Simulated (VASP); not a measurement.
# B3N (R-3m) in VASP: relaxation of cell and atoms with PBE

Aim: the relaxation of cell and atoms of B3N with PBE.

Program: VASP 6.6.1. These are calculated values, not measurements. Logs are shortened: lines on timing, memory, paths and dates and some standing lists are left out, and cuts for length are marked.

### 1 The cell of the first run

The structure is trigonal, space group R-3m (No. 166). The conventional cell has a = 3.774 Å, b = 3.774 Å, c = 18.634 Å, α = 90.00°, β = 90.00°, γ = 120.00°. Within 2.0 Å of B (site symmetry m) lie 1 N at 1.50 Å and 6 B at 1.83 to 1.94 Å. Within 2.0 Å of N (site symmetry 3m) lie 3 B at 1.50 Å.

### 2 Relaxation of cell and atoms, PBE

Contents of INCAR:

```
PREC     = Accurate       # precision mode
ENCUT    = 600            # plane-wave cutoff, eV
EDIFF    = 1E-6           # SCF threshold, eV
ISMEAR   = 0              # smearing method
SIGMA    = 0.1            # smearing width, eV
LREAL    = F              # projectors in reciprocal space
LASPH    = T              # aspherical terms in the spheres
NELM     = 80             # most SCF steps
ALGO     = Normal         # electronic algorithm
ISIF     = 3              # what is computed and relaxed
LWAVE    = F              # write WAVECAR
LCHARG   = F              # write CHGCAR
GGA      = PE             # functional
IBRION   = 2              # ionic algorithm
NSW      = 100            # ionic steps
EDIFFG   = -0.01          # ionic threshold
```

Contents of KPOINTS:

```
regular mesh
0
Gamma
  12 12 12
```

Contents of POSCAR:

```
B3N
1.0
    1.8870232859      1.0894734021      6.2113640957
   -1.8870232859      1.0894734021      6.2113640957
    0.0000000000     -2.1789468042      6.2113640957
B N
6 2
Direct
    0.2878841638      0.2878841638      0.8030655311
    0.8030655311      0.2878841638      0.2878841638
    0.2878841638      0.8030655311      0.2878841638
    0.7121158362      0.7121158362      0.1969344689
    0.1969344689      0.7121158362      0.7121158362
    0.7121158362      0.1969344689      0.7121158362
    0.4062509161      0.4062509161      0.4062509161
    0.5937490839      0.5937490839      0.5937490839
```

Potentials or basis: VASP PAW PBE potentials, release 64 (B, N).

Run with:

```
$ cat potpaw_PBE.64/B/POTCAR potpaw_PBE.64/N/POTCAR > POTCAR
$ mpirun -np 1 vasp_std > vasp.out
```

OUTCAR:

```text
PREC = Accurate
   ENCUT = 600
   EDIFF = 1E-6
   ISMEAR = 0
   LREAL = F
   LASPH = T
   NELM = 80
   ISIF = 3
   GGA = PE
   IBRION = 2
   NSW = 100
   EDIFFG = -0.01

 ion  position               nearest neighbor table
   1  0.288  0.288  0.803-   7 1.50   3 1.83   2 1.83   6 1.88   5 1.88   3 1.94   2 1.94
   2  0.803  0.288  0.288-   7 1.50   3 1.83   1 1.83   4 1.88   6 1.88   3 1.94   1 1.94
   3  0.288  0.803  0.288-   7 1.50   2 1.83   1 1.83   4 1.88   5 1.88   2 1.94   1 1.94
   4  0.712  0.712  0.197-   8 1.50   6 1.83   5 1.83   3 1.88   2 1.88   6 1.94   5 1.94
   5  0.197  0.712  0.712-   8 1.50   6 1.83   4 1.83   1 1.88   3 1.88   6 1.94   4 1.94
   6  0.712  0.197  0.712-   8 1.50   5 1.83   4 1.83   1 1.88   2 1.88   5 1.94   4 1.94
   7  0.406  0.406  0.406-   2 1.50   3 1.50   1 1.50
   8  0.594  0.594  0.594-   5 1.50   6 1.50   4 1.50

  LATTYP: Found a trigonal (rhomboedric) cell.
 ALAT       =     6.5824655795
 COS(alpha) =     0.8356357657

  Lattice vectors:

 A1 = (   1.8870232859,   1.0894734021,   6.2113640957)
 A2 = (  -1.8870232859,   1.0894734021,   6.2113640957)
 A3 = (   0.0000000000,  -2.1789468042,   6.2113640957)

Analysis of symmetry for initial positions (statically):
=====================================================================
 Subroutine PRICEL returns:
 Original cell was already a primitive cell.

 Routine SETGRP: Setting up the symmetry group for a
 trigonal (rhombohedral) supercell.

 Subroutine GETGRP returns: Found 12 space group operations
 (whereof 12 operations were pure point group operations)
 out of a pool of 12 trial point group operations.

The static configuration has the point symmetry D_3d.

Analysis of symmetry for dynamics (positions and initial velocities):
=====================================================================
 Subroutine PRICEL returns:
 Original cell was already a primitive cell.

 Routine SETGRP: Setting up the symmetry group for a
 trigonal (rhombohedral) supercell.

 Subroutine GETGRP returns: Found 12 space group operations
 (whereof 12 operations were pure point group operations)
 out of a pool of 12 trial point group operations.

The dynamic configuration has the point symmetry D_3d.

 Subroutine INISYM returns: Found 12 space group operations
 (whereof 12 operations are pure point group operations),
 and found     1 'primitive' translations

----------------------------------------------------------------------------------------

                                     Primitive cell

  volume of cell :      76.6182

  direct lattice vectors                    reciprocal lattice vectors
     1.887023286  1.089473402  6.211364096     0.264967583  0.152979106  0.053665077
    -1.887023286  1.089473402  6.211364096    -0.264967583  0.152979106  0.053665077
     0.000000000 -2.178946804  6.211364096     0.000000000 -0.305958211  0.053665077

  length of vectors
     6.582465579  6.582465579  6.582465579     0.310628987  0.310628987  0.310628987

  position of ions in fractional coordinates (direct lattice)
     0.287884164  0.287884164  0.803065531
     0.803065531  0.287884164  0.287884164
     0.287884164  0.803065531  0.287884164
     0.712115836  0.712115836  0.196934469
     0.196934469  0.712115836  0.712115836
     0.712115836  0.196934469  0.712115836
     0.406250916  0.406250916  0.406250916
     0.593749084  0.593749084  0.593749084

  ion indices of the primitive-cell ions
   primitive index   ion index
                 1           1
                 2           2
                 3           3
                 4           4
                 5           5
                 6           6
                 7           7
                 8           8

----------------------------------------------------------------------------------------

 KPOINTS: regular mesh

Automatic generation of k-mesh.
 Grid dimensions read from file:
 generate k-points for:   12   12   12

 Generating k-lattice:

  Cartesian coordinates                     Fractional coordinates (reciprocal lattice)
     0.022080632  0.012748259  0.004472090     0.083333333 -0.000000000  0.000000000
    -0.022080632  0.012748259  0.004472090    -0.000000000  0.083333333  0.000000000
     0.000000000 -0.025496518  0.004472090     0.000000000  0.000000000  0.083333333

  Length of vectors
     0.025885749  0.025885749  0.025885749

  Shift w.r.t. Gamma in fractional coordinates (k-lattice)
     0.000000000  0.000000000  0.000000000

 Subroutine IBZKPT returns following result:
 ===========================================

 Found    189 irreducible k-points:

 Following reciprocal coordinates:
            Coordinates               Weight
  0.000000  0.000000  0.000000      1.000000
  0.083333  0.000000  0.000000      6.000000
  0.166667 -0.000000  0.000000      6.000000
  0.250000  0.000000 -0.000000      6.000000
  0.333333  0.000000  0.000000      6.000000
  0.416667 -0.000000  0.000000      6.000000
[... 16 lines left out ...]
  0.500000  0.166667 -0.000000     12.000000
 -0.416667  0.166667  0.000000     12.000000
 [... further k-points ...]
   k-points           NKPTS =    189   k-points in BZ     NKDIM =    189   number of bands    NBANDS=     19
   number of dos      NEDOS =    301   number of ions     NIONS =      8
   total plane-waves  NPLWV = 157464
   dimension x,y,z NGX =    54 NGY =   54 NGZ =   54
   dimension x,y,z NGXF=   108 NGYF=  108 NGZF=  108
   ions per type =               6   2
   NGX,Y,Z   is equivalent  to a cutoff of  13.64, 13.64, 13.64 a.u.
   NGXF,Y,Z  is equivalent  to a cutoff of  27.28, 27.28, 27.28 a.u.
 SYSTEM =  unknown system
   PREC   = accura    normal or accurate (medium, high low for compatibility)
   ISTART =      0    job   : 0-new  1-cont  2-samecut
   ICHARG =      2    charge: 1-file 2-atom 10-const
   ISPIN  =      1    spin polarized calculation?
   LNONCOLLINEAR =      F non collinear calculations
   LSORBIT =      F    spin-orbit coupling
   LASPH  =      T    aspherical Exc in radial PAW
   ENCUT  =  600.0 eV  44.10 Ry    6.64 a.u.  13.15 13.15 13.15*2*pi/ulx,y,z
   NELM   =     80;   NELMIN=  2; NELMDL= -5     # of ELM steps
   EDIFF  = 0.1E-05   stopping-criterion for ELM
   LREAL  =      F    real-space projection
   EDIFFG = -.1E-01   stopping-criterion for IOM
   NSW    =    100    number of steps for IOM
   IBRION =      2    ionic relax: 0-MD 1-quasi-New 2-CG
   NFREE  =      1    steps in history (QN), initial steepest desc. (CG)
   ISIF   =      3    stress and relaxation
   ISYM   =      2    0-nonsym 1-usesym 2-fastsym
   POTIM  = 0.5000    time-step for ionic-motion
   TEBEG  =    0.0;   TEEND  =   0.0 temperature during run
   PSTRESS=    0.0 pullay stress
   NELECT =      28.0000    total number of electrons
   NUPDOWN=      -1.0000    fix difference up-down
   EMIN   =  10.00;   EMAX   =-10.00  energy-range for DOS
   EFERMI =   0.00;   METHOD = LEGACY
   ISMEAR =     0;   SIGMA  =   0.10  broadening in eV -4-tet -1-fermi 0-gaus
   EFERMI_NEDOS =   21; number of points for ismear=-14 and -15
   IALGO  =     38    algorithm
   IMIX   =      4    mixing-type and parameters
     AMIX     =   0.40;   BMIX     =  1.00
     AMIX_MAG =   1.60;   BMIX_MAG =  1.00
  volume/ion in A,a.u.               =       9.58        64.63
  Fermi-wavevector in a.u.,A,eV,Ry     =   1.170443  2.211816 18.639110  1.369936
  Thomas-Fermi vector in A             =   2.306901
   LORBIT       =      0    0 simple, 1 ext, 2 COOP (PROOUT), +10 PAW based schemes
   GGA     = PE    functional components
   LHFCALC =     F    Hartree Fock is set to
   AEXX    =    0.0000 exact exchange contribution
   IVDW    =     0    specifies the selected vdW correction
   LEPSILON=     F    determine dielectric tensor
   LRPA    =     F    only Hartree local field effects (RPA)
 conjugate gradient relaxation of ions
 non-spin polarized calculation
 Gauss-broadening in eV      SIGMA  =   0.10
  energy-cutoff  :      600.00
  volume of cell :       76.62
 maximum number of plane-waves:      2598
 NGX is ok and might be reduce to    54
   NGX = 27   NGY = 27   NGZ = 27

--------------------------------------- Ionic step        1  -------------------------------------------

 number of electron      27.9999999 magnetization

 Free energy of the ion-electron system (eV)
  ---------------------------------------------------
  ext. energy  EPLUGINS =         0.00000000
  ---------------------------------------------------
  free energy    TOTEN  =       -54.30619873 eV

  energy without entropy =      -54.29786914  energy(sigma->0) =      -54.30203393

------------------------ aborting loop because EDIFF is reached ----------------------------------------

  FORCE on cell =-STRESS in cart. coord.  units (eV):
  Direction    XX          YY          ZZ          XY          YZ          ZX
  --------------------------------------------------------------------------------------
  -------------------------------------------------------------------------------------
  Total        0.0929719      0.0929719     -0.4595549      0.0000000      0.0000000      0.0000000
  in kB        1.9441515      1.9441515     -9.6098338      0.0000000      0.0000000      0.0000000
  external PRESSURE =      -1.9071769 kB  Pullay stress =       0.0000000 kB
[... 195 lines left out ...]
  energy  without entropy=      -54.3015885733  energy(sigma->0) =      -54.30604619

--------------------------------------- Ionic step        6  -------------------------------------------

 number of electron      27.9999999 magnetization

 Free energy of the ion-electron system (eV)
  ---------------------------------------------------
  ext. energy  EPLUGINS =         0.00000000
  ---------------------------------------------------
  free energy    TOTEN  =       -54.31054277 eV

  energy without entropy =      -54.30161703  energy(sigma->0) =      -54.30607990

 E-fermi :   3.0360     XC(G=0):  -9.6651

 val. band max:        3.0320302192   @ k =   0.5000   0.1667  -0.0000
 cond. band min:       3.0372227894   @ k =  -0.2500   0.2500   0.0833
 fundamental gap:      0.0051925702
 Fermi energy:         3.0359552261

 k-point     1 :       0.0000    0.0000    0.0000
  band No.  band energies     occupation
      1     -16.0562      2.00000
      2     -14.6124      2.00000
      3      -9.4721      2.00000
      4      -5.2787      2.00000
      5      -4.1691      2.00000
      6      -3.4471      2.00000
[... 11 lines left out ...]
     18       5.6377      0.00000
     19       8.0268      0.00000
[... 489 lines left out ...]
      3      -9.1736      2.00000
      4      -7.6372      2.00000
      5      -6.3953      2.00000
      6      -5.0281      2.00000
[... 11 lines left out ...]
     18       8.8755      0.00000
     19       8.8989      0.00000

 [... further k-points ...]
[... 5 lines left out ...]
  --------------------------------------------------------------------------------------
  -------------------------------------------------------------------------------------
  Total        0.0202698      0.0202698      0.0260917      0.0000000      0.0000000      0.0000000
  in kB        0.4245077      0.4245077      0.5464345      0.0000000      0.0000000      0.0000000
  external PRESSURE =       0.4651500 kB  Pullay stress =       0.0000000 kB
[... 23 lines left out ...]
  FREE ENERGIE OF THE ION-ELECTRON SYSTEM (eV)
  ---------------------------------------------------
  free  energy   TOTEN  =       -54.3105427659 eV

  energy  without entropy=      -54.3016170332  energy(sigma->0) =      -54.30607990

 reached required accuracy - stopping structural energy minimisation
```

Run time: 75 min. Hardware: 1 thread of Oxide Virtual Turin-like, shared host; peak memory 0.57 GiB.

What came out:

```
Free energy                           : -54.3105 eV
Relaxed volume                        : 9.56 Å³/atom
Relaxed cell                          : a = 6.567 Å, b = 6.567 Å, c = 6.567 Å, α = 33.42°, β = 33.42°, γ = 33.42°
Space group after relaxing (to 0.1 Å) : R-3m (No. 166)
Energy gained by relaxing             : 0.5 meV/atom
Ionic steps                           : 6
Pressure after relaxing               : 0.0 GPa
Largest force after relaxing          : 0.008 eV/Å
Band gap on the k mesh                : zero (bands 14 and 15 overlap by 1.85 eV)
```

Forces in eV/Å, atoms in the order of the input:
```
B    0.000 -0.003  0.002
B    0.003  0.002  0.002
B   -0.003  0.002  0.002
B    0.000  0.003 -0.002
B   -0.003 -0.002 -0.002
B    0.003 -0.002 -0.002
N    0.000  0.000  0.008
N    0.000  0.000 -0.008
```

Step by step:
```tsv
step	energy change (eV)	largest force (eV/Å)	pressure (GPa)	volume (Å³)
1	0.0000	0.1759	-0.19	76.62
2	-0.0035	0.1514	-0.25	76.49
3	-0.0040	0.0911	-0.24	76.52
4	-0.0035	0.1246	0.63	76.36
5	-0.0043	0.0136	0.08	76.46
6	-0.0043	0.0079	0.05	76.50
```

Final structure:
```yaml
crystal:
  lattice:
    - [1.88815, 1.09013, 6.19454]
    - [-1.88815, 1.09013, 6.19454]
    - [0.00000, -2.18025, 6.19454]
  atoms:
    - { symbol: B, position: [0.28832, 0.28832, 0.80329] }
    - { symbol: B, position: [0.80329, 0.28832, 0.28832] }
    - { symbol: B, position: [0.28832, 0.80329, 0.28832] }
    - { symbol: B, position: [0.71168, 0.71168, 0.19671] }
    - { symbol: B, position: [0.19671, 0.71168, 0.71168] }
    - { symbol: B, position: [0.71168, 0.19671, 0.71168] }
    - { symbol: N, position: [0.40621, 0.40621, 0.40621] }
    - { symbol: N, position: [0.59379, 0.59379, 0.59379] }
```
